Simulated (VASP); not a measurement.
Runs of VASP 6.6.1 on C. The structure is that of space group R-3m (No. 166), or close to it. The cells are those of the table. 

| cell | pressure (GPa) | largest force (eV/Å) |
| --- | --- | --- |
| a = 8.348 Å, angles 16.9°, 4 atoms | -1.0 | - |
| a = 8.262 Å, angles 16.9°, 4 atoms | (b) | - |
| a = 8.515 Å, angles 16.9°, 4 atoms | -13.3 | 0.01 |
| a = 8.596 Å, angles 16.9°, 4 atoms | (a) | 0.01 |
| a = 8.432 Å, angles 16.9°, 4 atoms | -7.6 | 0.01 |

Alike in all rows: task single point; level LDA; potentials or basis VASP PAW LDA potentials, release 64 (C); no spin polarisation; k mesh 11 × 11 × 11; cutoff (eV) 520; smearing fermi-dirac 0.05 eV.

**Question.** Estimate the missing entries.

**Answer.** (a) -18.4; (b) 6.6.

Caveats: the stress differs along the axes, from -1 to 10 GPa (at least some runs); the stress differs along the axes, from -20 to -1 GPa (at least some runs); the stress differs along the axes, from -27 to -1 GPa (at least some runs); the stress differs along the axes, from -11 to -1 GPa (at least some runs).
